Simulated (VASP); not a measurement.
Input of a VASP 6.6.1 run:

Contents of INCAR:

```
PREC = Accurate ; ENCUT = 600
EDIFF = 1E-6 ; ISMEAR = 0
SIGMA = 0.1 ; LREAL = F
LASPH = T ; NELM = 120
ALGO = Normal ; ISIF = 2
LWAVE = F ; LCHARG = T
GGA = PS ; LELF = T
LVHAR = T ; NBANDS = 9
GGA_COMPAT = F
```

Contents of KPOINTS:

```
Automatic mesh
0
Gamma
  18 18 10
```

POSCAR

```
Mg
1.0
    3.1804257009      0.0000000000      0.0000000000
   -1.5902128504      2.7543294518      0.0000000000
    0.0000000000      0.0000000000      5.1404782286
Mg
2
Direct
    0.3333333333      0.6666666667      0.2500000000
    0.6666666667      0.3333333333      0.7500000000
```

Potentials or basis: VASP PAW PBE potentials, release 64 (Mg).

Command:

```bash
$ cat potpaw_PBE.64/Mg/POTCAR > POTCAR
$ mpirun -np 1 vasp_std > vasp.out
```

**Question.** Predict the band gap on the k mesh.

**Answer.** Zero (bands 2 and 3 overlap by 2.19 eV).

**Question.** Predict the pressure.

**Answer.** -0.1 GPa.

Caveat: the PAW data sets were made with another functional, which shifts forces and pressure a little.
